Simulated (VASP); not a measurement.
Write the native input for VASP 6.6.1 that does the following.

```
Task                   : single point
Functional             : LDA
Potentials or basis    : VASP PAW LDA potentials, release 64 (Sr_sv, Ba_sv)
Cutoff                 : 520 eV
k mesh                 : 5 × 5 × 5
Occupations            : methfessel-paxton, width 0.05 eV
Spin                   : no spin polarisation
Dipole correction      : no
Further INCAR settings : ALGO = Normal; EDIFF = 1e-06; NBANDS = 17
```

The structure of BaSr lies in POSCAR:

```
BaSr
1.0
    4.6686253224      0.0000000000      0.0000000000
    0.0000000000      4.6686253224      0.0000000000
    0.0000000000      0.0000000000      4.6686253224
Sr Ba
1 1
Direct
    0.0000000000      0.0000000000      0.0000000000
    0.5000000000      0.5000000000      0.5000000000
```

One way to write it, as run:

INCAR

```
SYSTEM = BaSr
PREC = Accurate
ENCUT = 520
EDIFF = 1E-6
ISMEAR = 1
SIGMA = 0.05
LREAL = .False.
LASPH = .True.
NELM = 60
ALGO = Normal
ISIF = 2
LWAVE = .False.
LCHARG = .False.
NBANDS = 17
```

KPOINTS

```
Automatic mesh
0
Gamma
  5 5 5
  0 0 0
```

Potentials or basis: VASP PAW LDA potentials, release 64 (Sr_sv, Ba_sv).

Run with:

```bash
$ cat potpaw_LDA.64/Sr_sv/POTCAR potpaw_LDA.64/Ba_sv/POTCAR > POTCAR
$ mpirun -np 1 vasp_std > vasp.out
```

Results of the run:

```yaml
Pressure: 0.3 GPa
Band_gap_on_the_k_mesh: zero (band 10 reaches 2.04 eV, above the bottom of band 11 at 1.36 eV)
```

Caveat: spin-orbit coupling is left out, which moves the levels of the heavy elements.

Run time: 9.2 s on 1 thread of Intel(R) Xeon(R) 6975P-C (Granite Rapids) (shared host), peak memory 0.18 GiB.
